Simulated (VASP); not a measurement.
Wanted: the native input for a VASP 6.6.1 run.

```
Task                      : relaxation of the atoms
Functional                : PBE
Dispersion                : D3(BJ)
Potentials or basis       : VASP PAW PBE potentials, release 64 (As, Ga_d)
Cutoff                    : 520 eV
k mesh                    : 9 × 9 × 1
Occupations               : gaussian, width 0.05 eV
Spin                      : no spin polarisation
Dipole correction         : yes
Atoms held fixed (from 0) : [0, 2]
Further INCAR settings    : ALGO = Normal; EDIFF = 1e-07; IBRION = 2; EDIFFG = -0.03; NSW = 70
```

The structure of GaAs lies in POSCAR:

```
GaAs
1.0
    4.0133560095      0.0000000000      0.0000000000
   -2.0066780048      3.4756682587      0.0000000000
    0.0000000000      0.0000000000     18.0961143248
As Ga
2 2
Selective dynamics
Direct
    0.0000000000      0.0000000000      0.3868233740  F F F
    0.3333333333      0.6666666667      0.5679059756  T T T
    0.3333333333      0.6666666667      0.4320940244  F F F
    0.6666666667      0.3333333333      0.6131766260  T T T
```

One way to write it, as run:

INCAR

```
  PREC = Accurate
  ENCUT = 520
  EDIFF = 1E-7
  ISMEAR = 0
  SIGMA = 0.05
  LREAL = False
  LASPH = True
  NELM = 80
  ALGO = Normal
  ISIF = 2
  LWAVE = False
  LCHARG = False
  LDIPOL = True
  IDIPOL = 3
  DIPOL = 0.5 0.5 0.500
  GGA = PE
  IVDW = 12
  IBRION = 2
  NSW = 70
  EDIFFG = -0.03
  LUSENCCL = False
```

KPOINTS

```
Automatic mesh
0
Gamma
  9 9 1
```

Potentials or basis: VASP PAW PBE potentials, release 64 (As, Ga_d).

Launch:

```bash
$ cat potpaw_PBE.64/As/POTCAR potpaw_PBE.64/Ga_d/POTCAR > POTCAR
$ mpirun -np 1 vasp_std > vasp.out
```

It gave:

The energy gained by relaxing is 23.9 meV/atom and the ionic steps are 10. The band gap on the k mesh is 0.06 eV, indirect (least direct gap 0.07 eV) and the dispersion energy per atom is -0.210 eV.

It took 5.5 min on 1 × NVIDIA H100 80GB with 1 thread of AMD EPYC 7R13 Processor (Zen 3), on a shared host, peak memory 1.4 GiB.
